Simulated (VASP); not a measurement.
# N in VASP: notebook

The runs below take N through single point, with PBE+D3(BJ), r2SCAN+rVV10, PBE, r2SCAN.

Everything below comes from runs of VASP 6.6.1. Logs are shortened: lines on timing, memory, paths and dates and some standing lists are left out, and cuts for length are marked.

## Step 1: The cell of the first run

The typed cell holds 8 atoms: a = 5.700 Å, b = 5.700 Å, c = 5.700 Å, α = 90.00°, β = 90.00°, γ = 90.00°.

## Step 2: Single point, PBE+D3(BJ)

INCAR reads:

```
PREC = Accurate ; ENCUT = 520
EDIFF = 1E-6 ; ISMEAR = -1
SIGMA = 0.02 ; LREAL = F
LASPH = T ; NELM = 60
ALGO = Normal ; ISIF = 2
LWAVE = F ; LCHARG = F
GGA = PE ; IVDW = 12
NBANDS = 30
```

KPOINTS reads:

```
regular mesh
0
Gamma
  4 4 4
```

POSCAR reads:

```
N
1.0
    5.6998364099      0.0000000000      0.0000000000
    0.0000000000      5.6998364099      0.0000000000
    0.0000000000      0.0000000000      5.6998364099
N
8
Direct
    0.0557801174      0.0557801174      0.0557801174
    0.4442198826      0.9442198826      0.5557801174
    0.5557801174      0.4442198826      0.9442198826
    0.9442198826      0.5557801174      0.4442198826
    0.9442017630      0.9442017630      0.9442017630
    0.5557982370      0.0557982370      0.4442017630
    0.4442017630      0.5557982370      0.0557982370
    0.0557982370      0.4442017630      0.5557982370
```

Potentials or basis: VASP PAW PBE potentials, release 64 (N).

Command:

```
cat potpaw_PBE.64/N/POTCAR > POTCAR
mpirun -np 1 vasp_std > vasp.out
```

OUTCAR:

```text
PREC = Accurate
   ENCUT = 520
   EDIFF = 1E-6
   ISMEAR = -1
   LREAL = F
   LASPH = T
   NELM = 60
   ISIF = 2
   GGA = PE
   IVDW = 12
 IVDW          = 12

 ion  position               nearest neighbor table
   1  0.056  0.056  0.056-   5 1.10
   2  0.444  0.944  0.556-   6 1.10
   3  0.556  0.444  0.944-   7 1.10
   4  0.944  0.556  0.444-   8 1.10
   5  0.944  0.944  0.944-   1 1.10
   6  0.556  0.056  0.444-   2 1.10
   7  0.444  0.556  0.056-   3 1.10
   8  0.056  0.444  0.556-   4 1.10

  LATTYP: Found a simple cubic cell.
 ALAT       =     5.6998364099

  Lattice vectors:

 A1 = (   5.6998364099,   0.0000000000,   0.0000000000)
 A2 = (   0.0000000000,   5.6998364099,   0.0000000000)
 A3 = (   0.0000000000,   0.0000000000,   5.6998364099)

Analysis of symmetry for initial positions (statically):
=====================================================================
 Subroutine PRICEL returns:
 Original cell was already a primitive cell.

 Routine SETGRP: Setting up the symmetry group for a
 simple cubic supercell.

 Subroutine GETGRP returns: Found 12 space group operations
 (whereof  3 operations were pure point group operations)
 out of a pool of 48 trial point group operations.

The static configuration has the point symmetry C_3 .
 The point group associated with its full space group is T   .

Analysis of symmetry for dynamics (positions and initial velocities):
=====================================================================
 Subroutine PRICEL returns:
 Original cell was already a primitive cell.

 Routine SETGRP: Setting up the symmetry group for a
 simple cubic supercell.

 Subroutine GETGRP returns: Found 12 space group operations
 (whereof  3 operations were pure point group operations)
 out of a pool of 48 trial point group operations.

The dynamic configuration has the point symmetry C_3 .
 The point group associated with its full space group is T   .

 Subroutine INISYM returns: Found 12 space group operations
 (whereof  3 operations are pure point group operations),
 and found     1 'primitive' translations

[... 84 lines left out ...]
   ISTART =      0    job   : 0-new  1-cont  2-samecut
   ICHARG =      2    charge: 1-file 2-atom 10-const
   ISPIN  =      1    spin polarized calculation?
   LNONCOLLINEAR =      F non collinear calculations
   LSORBIT =      F    spin-orbit coupling
   LASPH  =      T    aspherical Exc in radial PAW
   ENCUT  =  520.0 eV  38.22 Ry    6.18 a.u.  10.60 10.60 10.60*2*pi/ulx,y,z
   NELM   =     60;   NELMIN=  2; NELMDL= -5     # of ELM steps
   EDIFF  = 0.1E-05   stopping-criterion for ELM
   LREAL  =      F    real-space projection
[... 7 lines left out ...]
   TEBEG  =    0.0;   TEEND  =   0.0 temperature during run
   PSTRESS=    0.0 pullay stress
   NELECT =      40.0000    total number of electrons
   NUPDOWN=      -1.0000    fix difference up-down
   EMIN   =  10.00;   EMAX   =-10.00  energy-range for DOS
   EFERMI =   0.00;   METHOD = LEGACY
   ISMEAR =    -1;   SIGMA  =   0.02  broadening in eV -4-tet -1-fermi 0-gaus
   EFERMI_NEDOS =   21; number of points for ismear=-14 and -15
   IALGO  =     38    algorithm
   IMIX   =      4    mixing-type and parameters
     AMIX     =   0.40;   BMIX     =  1.00
     AMIX_MAG =   1.60;   BMIX_MAG =  1.00
  volume/ion in A,a.u.               =      23.15       156.20
  Fermi-wavevector in a.u.,A,eV,Ry     =   0.982274  1.856228 13.127735  0.964861
  Thomas-Fermi vector in A             =   2.113344
   LORBIT       =      0    0 simple, 1 ext, 2 COOP (PROOUT), +10 PAW based schemes
   GGA     = PE    functional components
   LHFCALC =     F    Hartree Fock is set to
   AEXX    =    0.0000 exact exchange contribution
   IVDW    =    12    specifies the selected vdW correction
   LEPSILON=     F    determine dielectric tensor
   LRPA    =     F    only Hartree local field effects (RPA)
 non-spin polarized calculation
  energy-cutoff  :      520.00
  volume of cell :      185.18
 maximum number of plane-waves:      5030
   NGX = 21   NGY = 21   NGZ = 21

 number of electron      40.0000003 magnetization

 Free energy of the ion-electron system (eV)
  ---------------------------------------------------
  ext. energy  EPLUGINS =         0.00000000
  ---------------------------------------------------
  free energy    TOTEN  =       -66.62287487 eV

  energy without entropy =      -66.62287487  energy(sigma->0) =      -66.62287487

 E-fermi :  -6.0628     XC(G=0):  -6.3471

 val. band max:       -6.6269420535   @ k =   0.5000   0.0000   0.0000
 cond. band min:       0.7626441458   @ k =   0.0000   0.0000   0.0000
 fundamental gap:      7.3895861993
 Fermi energy:        -6.0628361733

 k-point     1 :       0.0000    0.0000    0.0000
  band No.  band energies     occupation
      1     -24.9898      2.00000
      2     -24.9410      2.00000
      3     -24.9410      2.00000
      4     -24.9410      2.00000
      5     -10.1572      2.00000
      6     -10.1572      2.00000
[... 352 lines left out ...]
     29       5.9554      0.00000
     30       5.9554      0.00000

------------------------ aborting loop because EDIFF is reached ----------------------------------------

 Edisp (eV)   -0.42028

 E8    (eV) :    -0.0993

  FORCE on cell =-STRESS in cart. coord.  units (eV):
  Direction    XX          YY          ZZ          XY          YZ          ZX
  --------------------------------------------------------------------------------------
  -------------------------------------------------------------------------------------
  Total       2.23836     2.23836     2.23836    -0.00000     0.00000     0.00000
  in kB      19.36659    19.36659    19.36659    -0.00000     0.00000     0.00000
  external pressure =       19.37 kB  Pullay stress =        0.00 kB

 VOLUME and BASIS-vectors are now :
 -----------------------------------------------------------------------------
  energy-cutoff  :      520.00
  volume of cell :      185.18
      direct lattice vectors                 reciprocal lattice vectors
     5.699836410  0.000000000  0.000000000     0.175443632  0.000000000  0.000000000
     0.000000000  5.699836410  0.000000000     0.000000000  0.175443632  0.000000000
     0.000000000  0.000000000  5.699836410     0.000000000  0.000000000  0.175443632

 POSITION                                       TOTAL-FORCE (eV/Angst)
 -----------------------------------------------------------------------------------
      0.31794      0.31794      0.31794         1.011781      1.011781      1.011781
      2.53198      5.38190      3.16786        -1.011781     -1.011781      1.011781
      3.16786      2.53198      5.38190         1.011781     -1.011781     -1.011781
      5.38190      3.16786      2.53198        -1.011781      1.011781     -1.011781
      5.38180      5.38180      5.38180        -1.011730     -1.011730     -1.011730
      3.16796      0.31804      2.53188         1.011730      1.011730     -1.011730
      2.53188      3.16796      0.31804        -1.011730      1.011730      1.011730
      0.31804      2.53188      3.16796         1.011730     -1.011730      1.011730
 -----------------------------------------------------------------------------------
    total drift:                               -0.000000     -0.000000      0.000000

  FREE ENERGIE OF THE ION-ELECTRON SYSTEM (eV)
  ---------------------------------------------------
  free  energy   TOTEN  =       -67.0431546488 eV

  energy  without entropy=      -67.0431546488  energy(sigma->0) =      -67.04315465
```

OSZICAR:

```text
N       E                     dE             d eps       ncg     rms          rms(c)
DAV:   1     0.240648030900E+03    0.24065E+03   -0.17813E+04   660   0.112E+03
DAV:   2    -0.455045746848E+02   -0.28615E+03   -0.27860E+03   890   0.262E+02
DAV:   3    -0.697384986810E+02   -0.24234E+02   -0.24028E+02   756   0.825E+01
DAV:   4    -0.700417963090E+02   -0.30330E+00   -0.30264E+00   792   0.112E+01
DAV:   5    -0.700449793159E+02   -0.31830E-02   -0.31820E-02   820   0.101E+00    0.160E+01
DAV:   6    -0.672658488686E+02    0.27791E+01   -0.37661E+00   748   0.103E+01    0.918E+00
DAV:   7    -0.666372288257E+02    0.62862E+00   -0.24341E+00   814   0.836E+00    0.258E+00
DAV:   8    -0.666237023577E+02    0.13526E-01   -0.19092E-01   688   0.249E+00    0.388E-01
DAV:   9    -0.666226950126E+02    0.10073E-02   -0.82773E-03   736   0.499E-01    0.170E-01
DAV:  10    -0.666228929095E+02   -0.19790E-03   -0.69040E-04   788   0.184E-01    0.648E-02
DAV:  11    -0.666228751718E+02    0.17738E-04   -0.43754E-05   750   0.474E-02    0.670E-03
DAV:  12    -0.666228748702E+02    0.30158E-06   -0.95262E-06   778   0.184E-02
   1 F= -.67043155E+02 E0= -.67043155E+02  d E =-.236588E-12
```

stdout:

```text
POSCAR found type information on POSCAR N
 POSCAR found :  1 types and       8 ions
 scaLAPACK will be used
 LDA part: xc-table for (Slater+PW92), standard interpolation
 POSCAR, INCAR and KPOINTS ok, starting setup
 FFT: planning ... GRIDC
 FFT: planning ... GRID_SOFT
 FFT: planning ... GRID
 WAVECAR not read
 entering main loop
```

Wall time 68 s (1 thread of Oxide Virtual Turin-like, shared host); peak memory 0.23 GiB.

Results:

- Free energy: -67.0432 eV
- Pressure: 1.9 GPa
- Largest force: 1.752 eV/Å
- Band gap on the k mesh: 7.39 eV (least direct gap 7.41 eV)
- Dispersion energy per atom: -0.053 eV

Forces in eV/Å, atoms in the order of the input:
```
N    1.012  1.012  1.012
N   -1.012 -1.012  1.012
N    1.012 -1.012 -1.012
N   -1.012  1.012 -1.012
N   -1.012 -1.012 -1.012
N    1.012  1.012 -1.012
N   -1.012  1.012  1.012
N    1.012 -1.012  1.012
```

Levels at points of the mesh, in eV from the valence-band top:
```
           k point  band 18  band 19  band 20  band 21  band 22  band 23
(0.00, 0.00, 0.00)    -0.02    -0.02    -0.02     7.39     7.39     7.39
(0.50, 0.00, 0.00)    -0.30     0.00     0.00     7.63     7.63     7.97
(0.50, 0.50, 0.00)    -0.15    -0.15    -0.15     7.97     7.97     7.97
(0.50, 0.50, 0.50)    -0.21    -0.21    -0.21     7.97     7.97     7.97
```

Caveat: the standard files for N, O and F lose accuracy on very short bonds; forces of over 1 eV/Å act on the atoms, so gaps and moduli don't describe the material at rest. A k mesh can miss the band edges.

[end of part 1 of 2]
